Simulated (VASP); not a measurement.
# SnO (Pmn2_1) in VASP: notebook

SnO is run at these levels: PBE+D3(BJ); tasks: single point.

Everything below comes from runs of VASP 6.6.1. Logs are shortened: lines on timing, memory, paths and dates and some standing lists are left out, and cuts for length are marked.

**1. The cell of the first run**

Symmetry: Pmn2_1, No. 31, orthorhombic system. Conventional cell: a = 3.532 Å, b = 6.038 Å, c = 3.907 Å, α = 90.00°, β = 90.00°, γ = 90.00°. Sn (site symmetry m) has 3 O at 2.25 Å within 3.0 Å. O (site symmetry m) has 3 Sn at 2.25 Å and 4 O at 2.99 Å within 3.0 Å.

**2. Single point, PBE+D3(BJ)**

Input file INCAR:

```
ALGO = Normal ; EDIFF = 1E-6
ENCUT = 520 ; GGA = PE
ISIF = 2 ; ISMEAR = 0
IVDW = 12 ; LASPH = True
LCHARG = False ; LREAL = False
LWAVE = False ; NBANDS = 28
NELM = 80 ; PREC = Accurate
SIGMA = 0.05
```

Input file KPOINTS:

```
k-points
0
Gamma
  8 6 8
```

Input file POSCAR:

```
SnO
1.0
    3.5323887721      0.0000000000      0.0000000000
    0.0000000000      6.0384443607      0.0000000000
    0.0000000000      0.0000000000      3.9070816200
Sn O
2 2
Direct
    0.0000000000      0.2344934793      0.5273389918
    0.5000000000      0.7655065207      0.0273389918
    0.0000000000      0.8833967007      0.7226620082
    0.5000000000      0.1166032993      0.2226620082
```

Potentials or basis: VASP PAW PBE potentials, release 64 (Sn_d, O).

Run with:

```sh
$ cat potpaw_PBE.64/Sn_d/POTCAR potpaw_PBE.64/O/POTCAR > POTCAR
$ mpirun -np 1 vasp_std > vasp.out
```

OUTCAR:

```text
EDIFF = 1E-6
   ENCUT = 520
   GGA = PE
   ISIF = 2
   ISMEAR = 0
   IVDW = 12
   LASPH = True
   LREAL = False
   NELM = 80
   PREC = Accurate
 IVDW          = 12

 ion  position               nearest neighbor table
   1  0.000  0.234  0.527-   4 2.25   4 2.25   3 2.25
   2  0.500  0.766  0.027-   3 2.25   3 2.25   4 2.25
   3  0.000  0.883  0.723-   2 2.25   2 2.25   1 2.25
   4  0.500  0.117  0.223-   1 2.25   1 2.25   2 2.25

  LATTYP: Found a simple orthorhombic cell.
 ALAT       =     3.5323887721
 B/A-ratio  =     1.1060735021
 C/A-ratio  =     1.7094506721

  Lattice vectors:

 A1 = (  -3.5323887721,   0.0000000000,   0.0000000000)
 A2 = (   0.0000000000,   0.0000000000,   3.9070816200)
 A3 = (   0.0000000000,   6.0384443607,   0.0000000000)

Analysis of symmetry for initial positions (statically):
=====================================================================
 Subroutine PRICEL returns:
 Original cell was already a primitive cell.

 Routine SETGRP: Setting up the symmetry group for a
 simple orthorhombic supercell.

 Subroutine GETGRP returns: Found  4 space group operations
 (whereof  2 operations were pure point group operations)
 out of a pool of  8 trial point group operations.

The static configuration has the point symmetry C_1h.
 The point group associated with its full space group is C_2v.

Analysis of symmetry for dynamics (positions and initial velocities):
=====================================================================
 Subroutine PRICEL returns:
 Original cell was already a primitive cell.

 Routine SETGRP: Setting up the symmetry group for a
 simple orthorhombic supercell.

 Subroutine GETGRP returns: Found  4 space group operations
 (whereof  2 operations were pure point group operations)
 out of a pool of  8 trial point group operations.

The dynamic configuration has the point symmetry C_1h.
 The point group associated with its full space group is C_2v.

 Subroutine INISYM returns: Found  4 space group operations
 (whereof  2 operations are pure point group operations),
 and found     1 'primitive' translations

----------------------------------------------------------------------------------------

                                     Primitive cell

  volume of cell :      83.3386

  direct lattice vectors                    reciprocal lattice vectors
     3.532388772  0.000000000  0.000000000     0.283094547  0.000000000  0.000000000
     0.000000000  6.038444361  0.000000000     0.000000000  0.165605567  0.000000000
     0.000000000  0.000000000  3.907081620     0.000000000  0.000000000  0.255945511

  length of vectors
     3.532388772  6.038444361  3.907081620     0.283094547  0.165605567  0.255945511

  position of ions in fractional coordinates (direct lattice)
     0.000000000  0.234493479  0.527338992
     0.500000000  0.765506521  0.027338992
     0.000000000  0.883396701  0.722662008
     0.500000000  0.116603299  0.222662008

  ion indices of the primitive-cell ions
   primitive index   ion index
                 1           1
                 2           2
                 3           3
                 4           4

----------------------------------------------------------------------------------------

 KPOINTS: k-points

Automatic generation of k-mesh.
 Grid dimensions read from file:
 generate k-points for:    8    6    8

 Generating k-lattice:

  Cartesian coordinates                     Fractional coordinates (reciprocal lattice)
     0.035386818  0.000000000  0.000000000     0.125000000  0.000000000  0.000000000
     0.000000000  0.027600928  0.000000000     0.000000000  0.166666667  0.000000000
     0.000000000  0.000000000  0.031993189     0.000000000  0.000000000  0.125000000

  Length of vectors
     0.035386818  0.027600928  0.031993189

  Shift w.r.t. Gamma in fractional coordinates (k-lattice)
     0.000000000  0.000000000  0.000000000

 Subroutine IBZKPT returns following result:
 ===========================================

 Found    100 irreducible k-points:

 Following reciprocal coordinates:
            Coordinates               Weight
  0.000000  0.000000  0.000000      1.000000
  0.125000  0.000000  0.000000      2.000000
  0.250000  0.000000  0.000000      2.000000
  0.375000  0.000000  0.000000      2.000000
  0.500000  0.000000  0.000000      1.000000
  0.000000  0.166667  0.000000      2.000000
[... 16 lines left out ...]
  0.250000  0.000000  0.125000      4.000000
  0.375000  0.000000  0.125000      4.000000
 [... further k-points ...]
   k-points           NKPTS =    100   k-points in BZ     NKDIM =    100   number of bands    NBANDS=     28
   number of dos      NEDOS =    301   number of ions     NIONS =      4
   total plane-waves  NPLWV =  40320
   dimension x,y,z NGX =    28 NGY =   48 NGZ =   30
   dimension x,y,z NGXF=    56 NGYF=   96 NGZF=   60
   ions per type =               2   2
   NGX,Y,Z   is equivalent  to a cutoff of  13.18, 13.22, 12.76 a.u.
   NGXF,Y,Z  is equivalent  to a cutoff of  26.36, 26.43, 25.53 a.u.
 SYSTEM =  unknown system
   PREC   = accura    normal or accurate (medium, high low for compatibility)
   ISTART =      0    job   : 0-new  1-cont  2-samecut
   ICHARG =      2    charge: 1-file 2-atom 10-const
   ISPIN  =      1    spin polarized calculation?
   LNONCOLLINEAR =      F non collinear calculations
   LSORBIT =      F    spin-orbit coupling
   LASPH  =      T    aspherical Exc in radial PAW
   ENCUT  =  520.0 eV  38.22 Ry    6.18 a.u.   6.57 11.23  7.26*2*pi/ulx,y,z
   NELM   =     80;   NELMIN=  2; NELMDL= -5     # of ELM steps
   EDIFF  = 0.1E-05   stopping-criterion for ELM
   LREAL  =      F    real-space projection
[... 7 lines left out ...]
   TEBEG  =    0.0;   TEEND  =   0.0 temperature during run
   PSTRESS=    0.0 pullay stress
   NELECT =      40.0000    total number of electrons
   NUPDOWN=      -1.0000    fix difference up-down
   EMIN   =  10.00;   EMAX   =-10.00  energy-range for DOS
   EFERMI =   0.00;   METHOD = LEGACY
   ISMEAR =     0;   SIGMA  =   0.05  broadening in eV -4-tet -1-fermi 0-gaus
   EFERMI_NEDOS =   21; number of points for ismear=-14 and -15
   IALGO  =     38    algorithm
   IMIX   =      4    mixing-type and parameters
     AMIX     =   0.40;   BMIX     =  1.00
     AMIX_MAG =   1.60;   BMIX_MAG =  1.00
  volume/ion in A,a.u.               =      20.83       140.60
  Fermi-wavevector in a.u.,A,eV,Ry     =   1.281778  2.422209 22.353758  1.642955
  Thomas-Fermi vector in A             =   2.414128
   LORBIT       =      0    0 simple, 1 ext, 2 COOP (PROOUT), +10 PAW based schemes
   GGA     = PE    functional components
   LHFCALC =     F    Hartree Fock is set to
   AEXX    =    0.0000 exact exchange contribution
   IVDW    =    12    specifies the selected vdW correction
   LEPSILON=     F    determine dielectric tensor
   LRPA    =     F    only Hartree local field effects (RPA)
 non-spin polarized calculation
 Gauss-broadening in eV      SIGMA  =   0.05
  energy-cutoff  :      520.00
  volume of cell :       83.34
 maximum number of plane-waves:      2266
 NGX is ok and might be reduce to    28
   NGX = 13   NGY = 23   NGZ = 15

 number of electron      40.0000007 magnetization

 Free energy of the ion-electron system (eV)
  ---------------------------------------------------
  ext. energy  EPLUGINS =         0.00000000
  ---------------------------------------------------
  free energy    TOTEN  =       -22.24319151 eV

  energy without entropy =      -22.24319151  energy(sigma->0) =      -22.24319151

 E-fermi :   4.6722     XC(G=0):  -9.4320

 val. band max:        4.3699166396   @ k =   0.0000   0.0000   0.0000
 cond. band min:       5.8030904365   @ k =   0.0000   0.5000   0.3750
 fundamental gap:      1.4331737969
 Fermi energy:         4.6721918174

 k-point     1 :       0.0000    0.0000    0.0000
  band No.  band energies     occupation
      1     -16.5652      2.00000
      2     -16.4278      2.00000
      3     -16.3930      2.00000
      4     -16.3570      2.00000
      5     -16.3415      2.00000
      6     -16.3150      2.00000
[... 20 lines left out ...]
     27      13.1637      0.00000
     28      13.8762      0.00000

 k-point     2 :       0.1250    0.0000    0.0000
  band No.  band energies     occupation
      1     -16.5587      2.00000
      2     -16.4198      2.00000
      3     -16.3905      2.00000
      4     -16.3704      2.00000
      5     -16.3447      2.00000
      6     -16.3153      2.00000
[... 20 lines left out ...]
     27      13.1973      0.00000
     28      14.4072      0.00000

 k-point     3 :       0.2500    0.0000    0.0000
  band No.  band energies     occupation
      1     -16.5498      2.00000
      2     -16.4383      2.00000
      3     -16.3816      2.00000
      4     -16.3754      2.00000
      5     -16.3483      2.00000
      6     -16.3182      2.00000
[... 20 lines left out ...]
     27      13.2055      0.00000
     28      14.4174      0.00000

 k-point     4 :       0.3750    0.0000    0.0000
  band No.  band energies     occupation
      1     -16.5464      2.00000
      2     -16.4927      2.00000
      3     -16.3677      2.00000
      4     -16.3613      2.00000
      5     -16.3463      2.00000
      6     -16.3274      2.00000
[... 20 lines left out ...]
     27      13.5329      0.00000
     28      14.4806      0.00000

 k-point     5 :       0.5000    0.0000    0.0000
  band No.  band energies     occupation
      1     -16.5321      2.00000
      2     -16.5321      2.00000
      3     -16.3588      2.00000
      4     -16.3588      2.00000
      5     -16.3389      2.00000
      6     -16.3389      2.00000
[... 20 lines left out ...]
     27      14.3019      0.00000
     28      14.3019      0.00000

 k-point     6 :       0.0000    0.1667    0.0000
  band No.  band energies     occupation
      1     -16.5638      2.00000
      2     -16.4287      2.00000
      3     -16.3920      2.00000
      4     -16.3565      2.00000
      5     -16.3420      2.00000
      6     -16.3161      2.00000
[... 463 lines left out ...]
      5     -16.3438      2.00000
      6     -16.3201      2.00000
[... 20 lines left out ...]
     27      13.1141      0.00000
     28      14.5492      0.00000

 k-point    22 :       0.1250    0.0000    0.1250
  band No.  band energies     occupation
      1     -16.5551      2.00000
      2     -16.4233      2.00000
      3     -16.3854      2.00000
      4     -16.3714      2.00000
      5     -16.3466      2.00000
      6     -16.3201      2.00000
[... 20 lines left out ...]
     27      13.3801      0.00000
     28      15.0321      0.00000

 k-point    23 :       0.2500    0.0000    0.1250
  band No.  band energies     occupation
      1     -16.5491      2.00000
      2     -16.4463      2.00000
      3     -16.3775      2.00000
      4     -16.3731      2.00000
      5     -16.3492      2.00000
      6     -16.3235      2.00000
[... 20 lines left out ...]
     27      13.4835      0.00000
     28      14.9532      0.00000

 k-point    24 :       0.3750    0.0000    0.1250
  band No.  band energies     occupation
      1     -16.5495      2.00000
      2     -16.5003      2.00000
      3     -16.3641      2.00000
      4     -16.3581      2.00000
      5     -16.3473      2.00000
      6     -16.3323      2.00000
[... 20 lines left out ...]
     27      13.8023      0.00000
     28      14.9436      0.00000

 [... further k-points ...]

------------------------ aborting loop because EDIFF is reached ----------------------------------------

 Edisp (eV)   -0.79968

 E8    (eV) :    -0.3497

  FORCE on cell =-STRESS in cart. coord.  units (eV):
  Direction    XX          YY          ZZ          XY          YZ          ZX
  --------------------------------------------------------------------------------------
  -------------------------------------------------------------------------------------
  Total      -4.63851    -4.50218    -2.66917     0.00000     0.00000     0.00000
  in kB     -89.17490   -86.55403   -51.31464     0.00000     0.00000     0.00000
  external pressure =      -75.68 kB  Pullay stress =        0.00 kB

 VOLUME and BASIS-vectors are now :
 -----------------------------------------------------------------------------
  energy-cutoff  :      520.00
  volume of cell :       83.34
      direct lattice vectors                 reciprocal lattice vectors
     3.532388772  0.000000000  0.000000000     0.283094547  0.000000000  0.000000000
     0.000000000  6.038444361  0.000000000     0.000000000  0.165605567  0.000000000
     0.000000000  0.000000000  3.907081620     0.000000000  0.000000000  0.255945511

 POSITION                                       TOTAL-FORCE (eV/Angst)
 -----------------------------------------------------------------------------------
      0.00000      1.41598      2.06036         0.000000     -1.333984     -0.289484
      1.76619      4.62247      0.10682         0.000000      1.333984     -0.289484
      0.00000      5.33434      2.82350         0.000000      0.133018      0.289484
      1.76619      0.70410      0.86996         0.000000     -0.133018      0.289484
 -----------------------------------------------------------------------------------
    total drift:                                0.000000      0.000000     -0.000342

  FREE ENERGIE OF THE ION-ELECTRON SYSTEM (eV)
  ---------------------------------------------------
  free  energy   TOTEN  =       -23.0428738664 eV

  energy  without entropy=      -23.0428738664  energy(sigma->0) =      -23.04287387
```

Wall time 9 min (1 thread of Intel Xeon 8259CL, shared host); peak memory 0.33 GiB.

Results:

| Property | Result |
| --- | --- |
| Free energy | -23.0429 eV |
| Pressure | -7.6 GPa |
| Largest force | 1.365 eV/Å |
| Band gap on the k mesh | 1.43 eV (least direct gap 2.17 eV) |
| Dispersion energy per atom | -0.200 eV |

Forces on the atoms (eV/Å):
```
Sn   0.000 -1.334 -0.289
Sn   0.000  1.334 -0.289
O    0.000  0.133  0.289
O    0.000 -0.133  0.289
```

Stress tensor (GPa, compression positive):
```
-8.92  0.00  0.00
 0.00 -8.66  0.00
 0.00  0.00 -5.13
```

Caveat: the cell stands under tension; spin-orbit coupling is left out, which moves the levels of the heavy elements; forces of over 1 eV/Å act on the atoms, so gaps and moduli don't describe the material at rest. A k mesh can miss the band edges.

**3. Single point, PBE+D3(BJ)**

Input file INCAR:

```
PREC = Accurate
ENCUT = 600
EDIFF = 1E-6
ISMEAR = -1
SIGMA = 0.05
LREAL = False
LASPH = True
NELM = 120
ALGO = Normal
ISIF = 2
LWAVE = False
LCHARG = False
GGA = PE
IVDW = 12
NBANDS = 28
GGA_COMPAT = False
```

Input file KPOINTS:

```
Automatic mesh
0
Gamma
  8 6 8
```

POSCAR is that of step 2.

Potentials or basis: VASP PAW PBE potentials, release 64 (Sn_d, O).

Run with:

```sh
$ cat potpaw_PBE.64/Sn_d/POTCAR potpaw_PBE.64/O/POTCAR > POTCAR
$ mpirun -np 1 vasp_std > vasp.out
```

Run time: 4.7 min. Hardware: 1 thread of Oxide Virtual Turin-like, shared host; peak memory 0.34 GiB.

It converged, with:

- Free energy: -23.0468 eV
- Pressure: -7.6 GPa
- Largest force: 1.367 eV/Å
- Band gap on the k mesh: 1.43 eV (least direct gap 2.17 eV)
- Dispersion energy per atom: -0.200 eV

Forces on the atoms (eV/Å):
```
Sn   0.000 -1.336 -0.290
Sn   0.000  1.336 -0.290
O    0.000  0.133  0.290
O    0.000 -0.133  0.290
```

Stress tensor (GPa, compression positive):
```
-8.97  0.00  0.00
 0.00 -8.70  0.00
 0.00  0.00 -5.18
```

Levels at points of the mesh, in eV from the valence-band top:
```tsv
k point	band 17	band 18	band 19	band 20	band 21	band 22	band 23	band 24
(0.00, 0.00, 0.00)	-2.81	-2.17	-1.55	0.00	2.92	3.49	5.89	6.06
(0.50, 0.00, 0.00)	-1.99	-1.99	-1.15	-1.15	2.63	2.63	5.28	5.28
(0.00, 0.50, 0.00)	-3.19	-2.20	-1.32	-1.14	3.31	4.45	4.67	5.30
(0.50, 0.50, 0.00)	-1.99	-1.99	-1.04	-1.04	1.94	1.94	6.03	6.03
(0.00, 0.00, 0.50)	-2.66	-2.66	-1.09	-1.09	2.14	2.14	5.12	5.12
(0.50, 0.00, 0.50)	-3.04	-3.04	-1.13	-1.13	2.27	2.27	4.41	4.41
(0.00, 0.50, 0.50)	-2.45	-2.45	-1.23	-1.23	1.77	1.77	5.41	5.41
(0.50, 0.50, 0.50)	-3.22	-3.22	-0.56	-0.56	2.52	2.52	3.87	3.87
```

Caveat: the cell stands under tension; spin-orbit coupling is left out, which moves the levels of the heavy elements; forces of over 1 eV/Å act on the atoms, so gaps and moduli don't describe the material at rest.
